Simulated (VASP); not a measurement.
# NbPtS3 (P6_3/mmc) in VASP: single point with PBE+D3(BJ)

Aim: the single point of NbPtS3 with PBE+D3(BJ).

Program: VASP 6.6.1. These are calculated values, not measurements. Logs are shortened: lines on timing, memory, paths and dates and some standing lists are left out, and cuts for length are marked.

## Step 1: The cell of the first run

The structure is hexagonal, space group P6_3/mmc (No. 194). The conventional cell has a = 6.391 Å, b = 6.391 Å, c = 4.973 Å, α = 90.00°, β = 90.00°, γ = 120.00°. Nb (site symmetry -6m2) has 12 S at 2.94 to 3.21 Å and 6 Pt at 3.89 Å within 3.9 Å. Pt (site symmetry -3m) has 6 S at 2.46 Å and 2 Pt at 2.49 Å within 3.2 Å. Within 3.2 Å of S (site symmetry mm2) lie 2 Pt at 2.46 Å and 2 S at 2.72 Å and 2 Nb at 2.94 Å.

## Step 2: Single point, PBE+D3(BJ)

INCAR

```
SYSTEM = NbPtS3
PREC = Accurate ; ENCUT = 520
EDIFF = 1E-6 ; ISMEAR = 0
SIGMA = 0.1 ; LREAL = .FALSE.
LASPH = .TRUE. ; NELM = 60
ALGO = Normal ; ISIF = 2
LWAVE = .FALSE. ; LCHARG = .FALSE.
GGA = PE ; IVDW = 12
ISYM = 0 ; NBANDS = 52
LUSENCCL = .FALSE.
```

KPOINTS

```
Automatic mesh
0
G
  6 6 8
  0 0 0
```

POSCAR

```
NbPtS3
1.0
    6.3910200513      0.0000000000      0.0000000000
   -3.1955100257      5.5347857205      0.0000000000
    0.0000000000      0.0000000000      4.9732650387
Nb Pt S
2 2 6
Direct
    0.3333333333      0.6666666667      0.7500000000
    0.6666666667      0.3333333333      0.2500000000
    0.0000000000      0.0000000000      0.5000000000
    0.0000000000      0.0000000000      0.0000000000
    0.1914811300      0.3829622599      0.2500000000
    0.8085188700      0.1914811300      0.7500000000
    0.8085188700      0.6170377401      0.7500000000
    0.1914811300      0.8085188700      0.2500000000
    0.6170377401      0.8085188700      0.2500000000
    0.3829622599      0.1914811300      0.7500000000
```

Potentials or basis: VASP PAW PBE potentials, release 64 (Nb_sv, Pt, S).

On the command line:

```sh
$ cat potpaw_PBE.64/Nb_sv/POTCAR potpaw_PBE.64/Pt/POTCAR potpaw_PBE.64/S/POTCAR > POTCAR
$ mpirun -np 1 vasp_std > vasp.out
```

OUTCAR:

```text
SYSTEM = NbPtS3
   PREC = Accurate
   ENCUT = 520
   EDIFF = 1E-6
   ISMEAR = 0
   LREAL = .FALSE.
   LASPH = .TRUE.
   NELM = 60
   ISIF = 2
   GGA = PE
   IVDW = 12
   ISYM = 0
 IVDW          = 12

 ion  position               nearest neighbor table
   1  0.333  0.667  0.750-
   2  0.667  0.333  0.250-
   3  0.000  0.000  0.500-   9 2.46  10 2.46   5 2.46   7 2.46   6 2.46   8 2.46   4 2.49   4 2.49

   4  0.000  0.000  0.000-   9 2.46  10 2.46   5 2.46   7 2.46   6 2.46   8 2.46   3 2.49   3 2.49

   5  0.191  0.383  0.250-   3 2.46   4 2.46   9 2.72   8 2.72
   6  0.809  0.191  0.750-   3 2.46   4 2.46  10 2.72   7 2.72
   7  0.809  0.617  0.750-   3 2.46   4 2.46  10 2.72   6 2.72
   8  0.191  0.809  0.250-   3 2.46   4 2.46   9 2.72   5 2.72
   9  0.617  0.809  0.250-   3 2.46   4 2.46   5 2.72   8 2.72
  10  0.383  0.191  0.750-   3 2.46   4 2.46   7 2.72   6 2.72

IMPORTANT INFORMATION: All symmetrisations will be switched off!
NOSYMM: (Re-)initialisation of all symmetry stuff for point group C_1.

----------------------------------------------------------------------------------------

                                     Primitive cell

  volume of cell :     175.9189

  direct lattice vectors                    reciprocal lattice vectors
     6.391020051  0.000000000  0.000000000     0.156469545  0.090337734 -0.000000000
    -3.195510026  5.534785721  0.000000000     0.000000000  0.180675468  0.000000000
     0.000000000  0.000000000  4.973265039     0.000000000 -0.000000000  0.201075147

  length of vectors
     6.391020051  6.391020051  4.973265039     0.180675468  0.180675468  0.201075147

  position of ions in fractional coordinates (direct lattice)
     0.333333333  0.666666667  0.750000000
     0.666666667  0.333333333  0.250000000
     0.000000000  0.000000000  0.500000000
     0.000000000  0.000000000  0.000000000
     0.191481130  0.382962260  0.250000000
     0.808518870  0.191481130  0.750000000
     0.808518870  0.617037740  0.750000000
     0.191481130  0.808518870  0.250000000
     0.617037740  0.808518870  0.250000000
     0.382962260  0.191481130  0.750000000

  ion indices of the primitive-cell ions
   primitive index   ion index
                 1           1
                 2           2
                 3           3
                 4           4
                 5           5
                 6           6
                 7           7
                 8           8
                 9           9
                10          10

----------------------------------------------------------------------------------------

 KPOINTS: Automatic mesh

Automatic generation of k-mesh.
 Grid dimensions read from file:
 generate k-points for:    6    6    8

 Generating k-lattice:

  Cartesian coordinates                     Fractional coordinates (reciprocal lattice)
     0.026078258  0.015056289 -0.000000000     0.166666667  0.000000000  0.000000000
     0.000000000  0.030112578  0.000000000     0.000000000  0.166666667  0.000000000
     0.000000000 -0.000000000  0.025134393     0.000000000  0.000000000  0.125000000

  Length of vectors
     0.030112578  0.030112578  0.025134393

  Shift w.r.t. Gamma in fractional coordinates (k-lattice)
     0.000000000  0.000000000  0.000000000

 Subroutine IBZKPT returns following result:
 ===========================================

 Found    148 irreducible k-points:

 Following reciprocal coordinates:
            Coordinates               Weight
  0.000000  0.000000  0.000000      1.000000
  0.166667  0.000000  0.000000      2.000000
  0.000000  0.166667  0.000000      2.000000
 -0.166667  0.166667  0.000000      2.000000
  0.333333  0.000000  0.000000      2.000000
  0.000000  0.333333  0.000000      2.000000
[... 16 lines left out ...]
  0.000000  0.166667  0.125000      2.000000
 -0.166667  0.166667  0.125000      2.000000
 [... further k-points ...]
   k-points           NKPTS =    148   k-points in BZ     NKDIM =    148   number of bands    NBANDS=     52
   number of dos      NEDOS =    301   number of ions     NIONS =     10
   total plane-waves  NPLWV =  92160
   dimension x,y,z NGX =    48 NGY =   48 NGZ =   40
   dimension x,y,z NGXF=    96 NGYF=   96 NGZF=   80
   ions per type =               2   2   6
   NGX,Y,Z   is equivalent  to a cutoff of  12.49, 12.49, 13.37 a.u.
   NGXF,Y,Z  is equivalent  to a cutoff of  24.97, 24.97, 26.74 a.u.
 SYSTEM =  NbPtS3
   PREC   = accura    normal or accurate (medium, high low for compatibility)
   ISTART =      0    job   : 0-new  1-cont  2-samecut
   ICHARG =      2    charge: 1-file 2-atom 10-const
   ISPIN  =      1    spin polarized calculation?
   LNONCOLLINEAR =      F non collinear calculations
   LSORBIT =      F    spin-orbit coupling
   LASPH  =      T    aspherical Exc in radial PAW
   ENCUT  =  520.0 eV  38.22 Ry    6.18 a.u.  11.88 11.88  9.25*2*pi/ulx,y,z
   NELM   =     60;   NELMIN=  2; NELMDL= -5     # of ELM steps
   EDIFF  = 0.1E-05   stopping-criterion for ELM
   LREAL  =      F    real-space projection
   EDIFFG = 0.1E-04   stopping-criterion for IOM
   NSW    =      0    number of steps for IOM
   IBRION =     -1    ionic relax: 0-MD 1-quasi-New 2-CG
   NFREE  =      0    steps in history (QN), initial steepest desc. (CG)
   ISIF   =      2    stress and relaxation
   ISYM   =      0    0-nonsym 1-usesym 2-fastsym
   POTIM  = 0.5000    time-step for ionic-motion
   TEBEG  =    0.0;   TEEND  =   0.0 temperature during run
   PSTRESS=    0.0 pullay stress
   NELECT =      82.0000    total number of electrons
   NUPDOWN=      -1.0000    fix difference up-down
   EMIN   =  10.00;   EMAX   =-10.00  energy-range for DOS
   EFERMI =   0.00;   METHOD = LEGACY
   ISMEAR =     0;   SIGMA  =   0.10  broadening in eV -4-tet -1-fermi 0-gaus
   EFERMI_NEDOS =   21; number of points for ismear=-14 and -15
   IALGO  =     38    algorithm
   IMIX   =      4    mixing-type and parameters
     AMIX     =   0.40;   BMIX     =  1.00
     AMIX_MAG =   1.60;   BMIX_MAG =  1.00
  volume/ion in A,a.u.               =      17.59       118.72
  Fermi-wavevector in a.u.,A,eV,Ry     =   1.269332  2.398690 21.921760  1.611204
  Thomas-Fermi vector in A             =   2.402379
   LORBIT       =      0    0 simple, 1 ext, 2 COOP (PROOUT), +10 PAW based schemes
   GGA     = PE    functional components
   LHFCALC =     F    Hartree Fock is set to
   AEXX    =    0.0000 exact exchange contribution
   IVDW    =    12    specifies the selected vdW correction
   LEPSILON=     F    determine dielectric tensor
   LRPA    =     F    only Hartree local field effects (RPA)
 non-spin polarized calculation
 Gauss-broadening in eV      SIGMA  =   0.10
  energy-cutoff  :      520.00
  volume of cell :      175.92
 maximum number of plane-waves:      4782
   NGX = 23   NGY = 23   NGZ = 19

 number of electron      81.9999999 magnetization

 Free energy of the ion-electron system (eV)
  ---------------------------------------------------
  ext. energy  EPLUGINS =         0.00000000
  ---------------------------------------------------
  free energy    TOTEN  =       -53.17864725 eV

  energy without entropy =      -53.11490120  energy(sigma->0) =      -53.14677423

 E-fermi :   8.7811     XC(G=0): -11.2991

 val. band max:        8.7766442192   @ k =   0.0000   0.5000   0.3750
 cond. band min:       8.7827833999   @ k =   0.3333   0.0000   0.3750
 fundamental gap:      0.0061391806
 Fermi energy:         8.7811358874

 k-point     1 :       0.0000    0.0000    0.0000
  band No.  band energies     occupation
      1     -47.5510      2.00000
      2     -47.5504      2.00000
      3     -23.5481      2.00000
      4     -23.5481      2.00000
      5     -23.5412      2.00000
      6     -23.5412      2.00000
[... 44 lines left out ...]
     51      11.3545      0.00000
     52      11.3615      0.00000

 k-point     2 :       0.1667    0.0000    0.0000
  band No.  band energies     occupation
      1     -47.5510      2.00000
      2     -47.5504      2.00000
      3     -23.5484      2.00000
      4     -23.5479      2.00000
      5     -23.5415      2.00000
      6     -23.5409      2.00000
[... 44 lines left out ...]
     51      11.3179      0.00000
     52      11.4597      0.00000

 k-point     3 :       0.0000    0.1667    0.0000
  band No.  band energies     occupation
      1     -47.5510      2.00000
      2     -47.5504      2.00000
      3     -23.5484      2.00000
      4     -23.5479      2.00000
      5     -23.5415      2.00000
      6     -23.5410      2.00000
[... 44 lines left out ...]
     51      11.3049      0.00000
     52      11.4321      0.00000
[... 1046 lines left out ...]
 k-point    23 :       0.0000    0.1667    0.1250
  band No.  band energies     occupation
      1     -47.5509      2.00000
      2     -47.5504      2.00000
      3     -23.5481      2.00000
      4     -23.5476      2.00000
      5     -23.5418      2.00000
      6     -23.5412      2.00000
[... 44 lines left out ...]
     51      11.0007      0.00000
     52      11.3733      0.00000

 k-point    24 :      -0.1667    0.1667    0.1250
  band No.  band energies     occupation
      1     -47.5509      2.00000
      2     -47.5504      2.00000
      3     -23.5481      2.00000
      4     -23.5476      2.00000
      5     -23.5418      2.00000
      6     -23.5412      2.00000
[... 44 lines left out ...]
     51      11.0008      0.00000
     52      11.3728      0.00000

 [... further k-points ...]

------------------------ aborting loop because EDIFF is reached ----------------------------------------

 Edisp (eV)   -4.77521

 E8    (eV) :    -1.9885

  FORCE on cell =-STRESS in cart. coord.  units (eV):
  Direction    XX          YY          ZZ          XY          YZ          ZX
  --------------------------------------------------------------------------------------
  -------------------------------------------------------------------------------------
  Total      -4.99354    -4.99355    -5.13062     0.00000     0.00000    -0.00001
  in kB     -45.47858   -45.47865   -46.72697     0.00003     0.00004    -0.00008
  external pressure =      -45.89 kB  Pullay stress =        0.00 kB

 VOLUME and BASIS-vectors are now :
 -----------------------------------------------------------------------------
  energy-cutoff  :      520.00
  volume of cell :      175.92
      direct lattice vectors                 reciprocal lattice vectors
     6.391020051  0.000000000  0.000000000     0.156469545  0.090337734 -0.000000000
    -3.195510026  5.534785721  0.000000000     0.000000000  0.180675468  0.000000000
     0.000000000  0.000000000  4.973265039     0.000000000 -0.000000000  0.201075147

 POSITION                                       TOTAL-FORCE (eV/Angst)
 -----------------------------------------------------------------------------------
     -0.00000      3.68986      3.72995         0.000006     -0.000002      0.000140
      3.19551      1.84493      1.24332        -0.000011      0.000007     -0.000139
      0.00000      0.00000      2.48663         0.000002      0.000001      0.000018
      0.00000      0.00000      0.00000         0.000002      0.000001     -0.000021
      0.00000      2.11961      1.24332         0.000008     -0.030655     -0.000148
      4.55538      1.05981      3.72995         0.026640     -0.015380      0.000145
      3.19551      3.41517      3.72995        -0.000003      0.030762      0.000142
     -1.35987      4.47498      1.24332        -0.026557      0.015328     -0.000138
      1.35987      4.47498      1.24332         0.026558      0.015320     -0.000144
      1.83564      1.05981      3.72995        -0.026646     -0.015381      0.000145
 -----------------------------------------------------------------------------------
    total drift:                                0.000001     -0.000011      0.000015

  FREE ENERGIE OF THE ION-ELECTRON SYSTEM (eV)
  ---------------------------------------------------
  free  energy   TOTEN  =       -57.9538569219 eV

  energy  without entropy=      -57.8901108738  energy(sigma->0) =      -57.92198390
```

It took 8.2 min on 1 × NVIDIA H100 80GB with 1 thread of Intel Xeon Platinum 8481C at 2.70GHz (Sapphire Rapids), shared host; peak memory 2 GiB.

What came out:

```yaml
Free_energy: -57.9539 eV
Pressure: -4.6 GPa
Largest_force: 0.031 eV/Å
Band_gap_on_the_k_mesh: zero (band 41 reaches 9.15 eV, above the bottom of band 42 at 8.45 eV)
Dispersion_energy_per_atom: -0.478 eV
```

Forces on the atoms (eV/Å):
```
Nb   0.000  0.000  0.000
Nb   0.000  0.000  0.000
Pt   0.000  0.000  0.000
Pt   0.000  0.000  0.000
S    0.000 -0.031  0.000
S    0.027 -0.015  0.000
S    0.000  0.031  0.000
S   -0.027  0.015  0.000
S    0.027  0.015  0.000
S   -0.027 -0.015  0.000
```

Stress tensor (GPa, compression positive):
```
-4.55  0.00  0.00
 0.00 -4.55  0.00
 0.00  0.00 -4.67
```

Levels at points of the mesh, in eV from the Fermi level:
```
           k point  band 39  band 40  band 41  band 42  band 43  band 44
(0.00, 0.00, 0.00)    -0.84    -0.48    -0.20    -0.20    -0.02    -0.01
(0.50, 0.00, 0.00)    -1.08    -0.98    -0.55    -0.31     0.26     0.75
(0.00, 0.50, 0.00)    -1.08    -0.98    -0.55    -0.31     0.26     0.75
(0.50, 0.50, 0.00)    -1.08    -0.98    -0.55    -0.31     0.26     0.75
(0.00, 0.00, 0.50)    -0.15    -0.15     0.06     0.06     0.06     0.06
(0.50, 0.00, 0.50)    -0.81    -0.81     0.06     0.06     0.11     0.11
(0.00, 0.50, 0.50)    -0.81    -0.81     0.06     0.06     0.11     0.11
(0.50, 0.50, 0.50)    -0.81    -0.81     0.06     0.06     0.11     0.11
```

Caveat: three body term missing; spin-orbit coupling is left out, which moves the levels of the heavy elements; pairwise dispersion overbinds metals, which lowers pressure and volume.
